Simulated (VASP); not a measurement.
# Si2W (I4/mmm) in VASP: relaxation of cell and atoms with PBEsol

Aim: the relaxation of cell and atoms of Si2W with PBEsol.

Everything below comes from runs of VASP 6.6.1. Logs are shortened: lines on timing, memory, paths and dates and some standing lists are left out, and cuts for length are marked.

## (1) The cell of the first run

Symmetry: I4/mmm, No. 139, tetragonal system. The conventional cell has a = 3.203 Å, b = 3.203 Å, c = 7.816 Å, α = 90.00°, β = 90.00°, γ = 90.00°. Within 3.4 Å of Si (site symmetry 4mm) lie 9 Si at 2.59 to 3.20 Å and 5 W at 2.61 Å. Within 3.4 Å of W (site symmetry 4/mmm) lie 10 Si at 2.61 Å and 4 W at 3.20 Å.

## (2) Relaxation of cell and atoms, PBEsol

INCAR reads:

```
SYSTEM = Si2W
PREC = Accurate
ENCUT = 600
EDIFF = 1E-7
ISMEAR = -1
SIGMA = 0.15
LREAL = .False.
LASPH = .True.
NELM = 80
ALGO = Normal
ISIF = 3
LWAVE = .False.
LCHARG = .False.
GGA = PS
IBRION = 2
NSW = 80
EDIFFG = -0.001
```

KPOINTS reads:

```
regular mesh
0
Gamma
  18 18 18
  0 0 0
```

POSCAR reads:

```
Si2W
1.0
   -1.6012849386      1.6012849386      3.9079610387
    1.6012849386     -1.6012849386      3.9079610387
    1.6012849386      1.6012849386     -3.9079610387
Si W
2 1
Direct
    0.3345424459      0.3345424459      0.0000000000
    0.6654575541      0.6654575541      0.0000000000
    0.0000000000      0.0000000000      0.0000000000
```

Potentials or basis: VASP PAW PBE potentials, release 64 (Si, W_sv).

Command:

```sh
$ cat potpaw_PBE.64/Si/POTCAR potpaw_PBE.64/W_sv/POTCAR > POTCAR
$ mpirun -np 1 vasp_std > vasp.out
```

OUTCAR:

```text
SYSTEM = Si2W
   PREC = Accurate
   ENCUT = 600
   EDIFF = 1E-7
   ISMEAR = -1
   LREAL = .False.
   LASPH = .True.
   NELM = 80
   ISIF = 3
   GGA = PS
   IBRION = 2
   NSW = 80
   EDIFFG = -0.001

 ion  position               nearest neighbor table
   1  0.335  0.335  0.000-   2 2.59   3 2.61   3 2.61   3 2.61   3 2.61   3 2.61   2 2.62   2 2.62
                             2 2.62   2 2.62
   2  0.665  0.665  0.000-   1 2.59   3 2.61   3 2.61   3 2.61   3 2.61   3 2.61   1 2.62   1 2.62
                             1 2.62   1 2.62
   3  0.000  0.000  0.000-   2 2.61   2 2.61   2 2.61   1 2.61   1 2.61   1 2.61   2 2.61   1 2.61
                             1 2.61   2 2.61

  LATTYP: Found a body centered tetragonal cell.
 ALAT       =     3.2025698772
 C/A-ratio  =     2.4405157037

  Lattice vectors:

 A1 = (  -1.6012849386,   1.6012849386,   3.9079610387)
 A2 = (   1.6012849386,  -1.6012849386,   3.9079610387)
 A3 = (   1.6012849386,   1.6012849386,  -3.9079610387)

Analysis of symmetry for initial positions (statically):
=====================================================================
 Subroutine PRICEL returns:
 Original cell was already a primitive cell.

 Routine SETGRP: Setting up the symmetry group for a
 body centered tetragonal supercell.

 Subroutine GETGRP returns: Found 16 space group operations
 (whereof 16 operations were pure point group operations)
 out of a pool of 16 trial point group operations.

The static configuration has the point symmetry D_4h.

Analysis of symmetry for dynamics (positions and initial velocities):
=====================================================================
 Subroutine PRICEL returns:
 Original cell was already a primitive cell.

 Routine SETGRP: Setting up the symmetry group for a
 body centered tetragonal supercell.

 Subroutine GETGRP returns: Found 16 space group operations
 (whereof 16 operations were pure point group operations)
 out of a pool of 16 trial point group operations.

The dynamic configuration has the point symmetry D_4h.

 Subroutine INISYM returns: Found 16 space group operations
 (whereof 16 operations are pure point group operations),
 and found     1 'primitive' translations

----------------------------------------------------------------------------------------

                                     Primitive cell

  volume of cell :      40.0818

  direct lattice vectors                    reciprocal lattice vectors
    -1.601284939  1.601284939  3.907961039     0.000000000  0.312249237  0.127943957
     1.601284939 -1.601284939  3.907961039     0.312249237  0.000000000  0.127943957
     1.601284939  1.601284939 -3.907961039     0.312249237  0.312249237  0.000000000

  length of vectors
     4.516678690  4.516678690  4.516678690     0.337445169  0.337445169  0.441587106

  position of ions in fractional coordinates (direct lattice)
     0.334542446  0.334542446  0.000000000
     0.665457554  0.665457554  0.000000000
     0.000000000  0.000000000  0.000000000

  ion indices of the primitive-cell ions
   primitive index   ion index
                 1           1
                 2           2
                 3           3

----------------------------------------------------------------------------------------

 KPOINTS: regular mesh

Automatic generation of k-mesh.
 Grid dimensions read from file:
 generate k-points for:   18   18   18

 Generating k-lattice:

  Cartesian coordinates                     Fractional coordinates (reciprocal lattice)
     0.000000000  0.017347180  0.007107998     0.055555556 -0.000000000  0.000000000
     0.017347180  0.000000000  0.007107998    -0.000000000  0.055555556  0.000000000
     0.017347180  0.017347180  0.000000000     0.000000000  0.000000000  0.055555556

  Length of vectors
     0.018746954  0.018746954  0.024532617

  Shift w.r.t. Gamma in fractional coordinates (k-lattice)
     0.000000000  0.000000000  0.000000000

 Subroutine IBZKPT returns following result:
 ===========================================

 Found    480 irreducible k-points:

 Following reciprocal coordinates:
            Coordinates               Weight
  0.000000  0.000000  0.000000      1.000000
  0.055556  0.000000 -0.000000      8.000000
  0.111111  0.000000 -0.000000      8.000000
  0.166667  0.000000  0.000000      8.000000
  0.222222  0.000000  0.000000      8.000000
  0.277778  0.000000 -0.000000      8.000000
[... 16 lines left out ...]
 -0.277778  0.055556  0.000000     16.000000
 -0.222222  0.055556  0.000000     16.000000
 [... further k-points ...]
   k-points           NKPTS =    480   k-points in BZ     NKDIM =    480   number of bands    NBANDS=     15
   number of dos      NEDOS =    301   number of ions     NIONS =      3
   total plane-waves  NPLWV =  46656
   dimension x,y,z NGX =    36 NGY =   36 NGZ =   36
   dimension x,y,z NGXF=    72 NGYF=   72 NGZF=   72
   ions per type =               2   1
   NGX,Y,Z   is equivalent  to a cutoff of  13.25, 13.25, 13.25 a.u.
   NGXF,Y,Z  is equivalent  to a cutoff of  26.50, 26.50, 26.50 a.u.
 SYSTEM =  Si2W
   PREC   = accura    normal or accurate (medium, high low for compatibility)
   ISTART =      0    job   : 0-new  1-cont  2-samecut
   ICHARG =      2    charge: 1-file 2-atom 10-const
   ISPIN  =      1    spin polarized calculation?
   LNONCOLLINEAR =      F non collinear calculations
   LSORBIT =      F    spin-orbit coupling
   LASPH  =      T    aspherical Exc in radial PAW
   ENCUT  =  600.0 eV  44.10 Ry    6.64 a.u.   9.02  9.02  9.02*2*pi/ulx,y,z
   NELM   =     80;   NELMIN=  2; NELMDL= -5     # of ELM steps
   EDIFF  = 0.1E-06   stopping-criterion for ELM
   LREAL  =      F    real-space projection
   EDIFFG = -.1E-02   stopping-criterion for IOM
   NSW    =     80    number of steps for IOM
   IBRION =      2    ionic relax: 0-MD 1-quasi-New 2-CG
   NFREE  =      1    steps in history (QN), initial steepest desc. (CG)
   ISIF   =      3    stress and relaxation
   ISYM   =      2    0-nonsym 1-usesym 2-fastsym
   POTIM  = 0.5000    time-step for ionic-motion
   TEBEG  =    0.0;   TEEND  =   0.0 temperature during run
   PSTRESS=    0.0 pullay stress
   NELECT =      22.0000    total number of electrons
   NUPDOWN=      -1.0000    fix difference up-down
   EMIN   =  10.00;   EMAX   =-10.00  energy-range for DOS
   EFERMI =   0.00;   METHOD = LEGACY
   ISMEAR =    -1;   SIGMA  =   0.15  broadening in eV -4-tet -1-fermi 0-gaus
   EFERMI_NEDOS =   21; number of points for ismear=-14 and -15
   IALGO  =     38    algorithm
   IMIX   =      4    mixing-type and parameters
     AMIX     =   0.40;   BMIX     =  1.00
     AMIX_MAG =   1.60;   BMIX_MAG =  1.00
  volume/ion in A,a.u.               =      13.36        90.16
  Fermi-wavevector in a.u.,A,eV,Ry     =   1.340396  2.532982 24.445076  1.796662
  Thomas-Fermi vector in A             =   2.468712
   LORBIT       =      0    0 simple, 1 ext, 2 COOP (PROOUT), +10 PAW based schemes
   GGA     = PS    functional components
   LHFCALC =     F    Hartree Fock is set to
   AEXX    =    0.0000 exact exchange contribution
   IVDW    =     0    specifies the selected vdW correction
   LEPSILON=     F    determine dielectric tensor
   LRPA    =     F    only Hartree local field effects (RPA)
 conjugate gradient relaxation of ions
 non-spin polarized calculation
  energy-cutoff  :      600.00
  volume of cell :       40.08
 maximum number of plane-waves:      1356
   NGX = 19   NGY = 19   NGZ = 19

--------------------------------------- Ionic step        1  -------------------------------------------

 number of electron      21.9999999 magnetization

 Free energy of the ion-electron system (eV)
  ---------------------------------------------------
  ext. energy  EPLUGINS =         0.00000000
  ---------------------------------------------------
  free energy    TOTEN  =       -26.65164133 eV

  energy without entropy =      -26.62252447  energy(sigma->0) =      -26.63708290

------------------------ aborting loop because EDIFF is reached ----------------------------------------

  FORCE on cell =-STRESS in cart. coord.  units (eV):
  Direction    XX          YY          ZZ          XY          YZ          ZX
  --------------------------------------------------------------------------------------
  -------------------------------------------------------------------------------------
  Total        0.1043177      0.1043177      0.1765056      0.0000000     -0.0000000     -0.0000000
  in kB        4.1698587      4.1698587      7.0554015      0.0000000     -0.0000000     -0.0000000
  external PRESSURE =       5.1317063 kB  Pullay stress =       0.0000000 kB
[... 92 lines left out ...]
  FREE ENERGIE OF THE ION-ELECTRON SYSTEM (eV)
  ---------------------------------------------------
  free  energy   TOTEN  =       -26.6518031769 eV

  energy  without entropy=      -26.6223728261  energy(sigma->0) =      -26.63708800

[... ionic steps 4 to 8 ...]

--------------------------------------- Ionic step        9  -------------------------------------------

 number of electron      21.9999999 magnetization

------------------------ aborting loop because EDIFF is reached ----------------------------------------
[... 69 lines left out ...]
--------------------------------------- Ionic step       11  -------------------------------------------

 number of electron      21.9999999 magnetization

 Free energy of the ion-electron system (eV)
  ---------------------------------------------------
  ext. energy  EPLUGINS =         0.00000000
  ---------------------------------------------------
  free energy    TOTEN  =       -26.65181209 eV

  energy without entropy =      -26.62231698  energy(sigma->0) =      -26.63706454

 E-fermi :  11.9656     XC(G=0): -12.6389

 val. band max:       11.9302985191   @ k =  -0.3889   0.5000   0.3333
 cond. band min:      12.0081263695   @ k =  -0.3889  -0.4444   0.3333
 fundamental gap:      0.0778278505
 Fermi energy:        11.9656109797

 k-point     1 :       0.0000    0.0000    0.0000
  band No.  band energies     occupation
      1     -61.8392      2.00000
      2     -26.1144      2.00000
      3     -26.0817      2.00000
      4     -26.0817      2.00000
      5      -2.1712      2.00000
      6       5.0531      2.00000
      7       8.2204      2.00000
      8       8.5703      2.00000
      9       9.1014      2.00000
     10       9.1014      2.00000
     11      12.5874      0.03119
     12      14.7678      0.00000
     13      14.8332      0.00000
     14      15.0963      0.00000
[... 401 lines left out ...]
      2     -26.1755      2.00000
      3     -26.1059      2.00000
      4     -26.0798      2.00000
      5      -1.2552      2.00000
      6       5.1977      2.00000
      7       6.5463      2.00000
      8       8.3014      2.00000
      9       9.0736      2.00000
     10       9.8174      2.00000
     11      10.5399      1.99985
     12      13.5892      0.00004
     13      14.2565      0.00000
     14      16.3666      0.00000
     15      16.4999      0.00000

 [... further k-points ...]

------------------------ aborting loop because EDIFF is reached ----------------------------------------

  FORCE on cell =-STRESS in cart. coord.  units (eV):
  Direction    XX          YY          ZZ          XY          YZ          ZX
  --------------------------------------------------------------------------------------
  -------------------------------------------------------------------------------------
  Total        0.0026752      0.0026752     -0.0003234      0.0000000      0.0000000     -0.0000000
  in kB        0.1067223      0.1067223     -0.0129006      0.0000000      0.0000000     -0.0000000
  external PRESSURE =       0.0668480 kB  Pullay stress =       0.0000000 kB
[... 18 lines left out ...]
  FREE ENERGIE OF THE ION-ELECTRON SYSTEM (eV)
  ---------------------------------------------------
  free  energy   TOTEN  =       -26.6518120925 eV

  energy  without entropy=      -26.6223169842  energy(sigma->0) =      -26.63706454

 reached required accuracy - stopping structural energy minimisation
```

Run time: 25 min. Hardware: 1 thread of AMD EPYC 9R14 (Zen 4), shared host; peak memory 0.46 GiB.

What came out:

| Item | Value |
| --- | --- |
| Free energy | -26.6518 eV |
| Relaxed volume | 13.39 Å³/atom |
| Relaxed cell | a = 4.521 Å, b = 4.521 Å, c = 4.521 Å, α = 138.49°, β = 138.49°, γ = 60.15° |
| Space group after relaxing (to 0.1 Å) | I4/mmm (No. 139) |
| Energy gained by relaxing | 0.1 meV/atom |
| Ionic steps | 11 |
| Pressure after relaxing | 0.0 GPa |
| Band gap on the k mesh | zero (bands 11 and 12 overlap by 1.31 eV) |

Step by step:
```tsv
step	energy change (eV)	largest force (eV/Å)	pressure (GPa)	volume (Å³)
1	0.0000	0.0279	0.51	40.08
2	0.0004	0.0153	-0.98	40.33
3	-0.0002	0.0125	-0.02	40.17
4	-0.0002	0.0122	-0.02	40.17
5	-0.0002	0.0119	-0.03	40.17
6	-0.0002	0.0012	-0.01	40.17
7	-0.0002	0.0006	-0.01	40.17
8	-0.0002	0.0004	-0.01	40.17
9	-0.0002	0.0001	0.03	40.16
10	-0.0002	0.0002	0.01	40.16
11	-0.0002	0.0002	0.01	40.16
```

Final structure:
```
Si W
1.0
    -1.60204    1.60204    3.91211
     1.60204   -1.60204    3.91211
     1.60204    1.60204   -3.91211
Si W
2 1
Direct
  0.33440 0.33440 0.00000
  0.66560 0.66560 0.00000
  0.00000 0.00000 0.00000
```

Levels at points of the mesh, in eV from the Fermi level:
| k point | band 8 | band 9 | band 10 | band 11 | band 12 | band 13 | band 14 | band 15 |
| --- | --- | --- | --- | --- | --- | --- | --- | --- |
| (0.00, 0.00, 0.00) | -3.40 | -2.86 | -2.86 | 0.62 | 2.80 | 2.87 | 3.13 | 3.13 |
| (0.50, 0.00, 0.00) | -4.87 | -2.82 | -2.81 | -0.46 | 2.72 | 2.81 | 3.95 | 4.45 |
| (0.50, 0.50, 0.00) | -5.48 | -5.06 | -3.31 | -1.75 | 2.81 | 2.98 | 3.14 | 3.88 |
| (0.50, 0.50, 0.50) | -2.63 | -0.82 | -0.82 | -0.52 | -0.52 | 0.80 | 4.50 | 4.96 |

Caveat: the PAW data sets were made with another functional, which shifts forces and pressure a little; spin-orbit coupling is left out, which moves the levels of the heavy elements.

The gap in the log of VASP goes by the Fermi energy; the results here count the filled bands.